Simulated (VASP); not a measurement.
A run of VASP 6.6.1:

Contents of INCAR:

```
SYSTEM = AlN
PREC = Accurate
ENCUT = 520
EDIFF = 1E-7
ISMEAR = 0
SIGMA = 0.05
LREAL = .False.
LASPH = .True.
NELM = 100
ALGO = Normal
ISIF = 2
LWAVE = .False.
LCHARG = .True.
GGA = PE
LELF = .True.
LVHAR = .True.
NBANDS = 26
```

Contents of KPOINTS:

```
regular mesh
0
Gamma
  8 6 4
  0 0 0
```

POSCAR

```
AlN
1.0
   -3.3134793387      0.0000000000      0.0000000000
    0.0000000000      0.0000000000     -4.1875902400
    0.0000000000     -5.7391145645      0.0000000000
Al N
4 4
Direct
    0.5444246017      0.2500000000      0.1666666667
   -0.0444246017      0.2500000000      0.6666666667
    0.0444246017      0.7500000000      0.3333333333
    0.4555753983      0.7500000000      0.8333333333
    0.5428032807      0.7500000000      0.1666666667
   -0.0428032807      0.7500000000      0.6666666667
    0.0428032807      0.2500000000      0.3333333333
    0.4571967193      0.2500000000      0.8333333333
```

Potentials or basis: VASP PAW PBE potentials, release 64 (Al, N).

The run is started by

```console
$ cat potpaw_PBE.64/Al/POTCAR potpaw_PBE.64/N/POTCAR > POTCAR
$ mpirun -np 1 vasp_std > vasp.out
```

Hardware: 1 thread of Intel(R) Xeon(R) Platinum 8488C (Sapphire Rapids) (shared host).

How long does it take, and how much memory?

Run time: 72 s on 1 thread of Intel(R) Xeon(R) Platinum 8488C (Sapphire Rapids) (shared host), peak memory 0.24 GiB. Counts: scf iterations 15, k points 60.
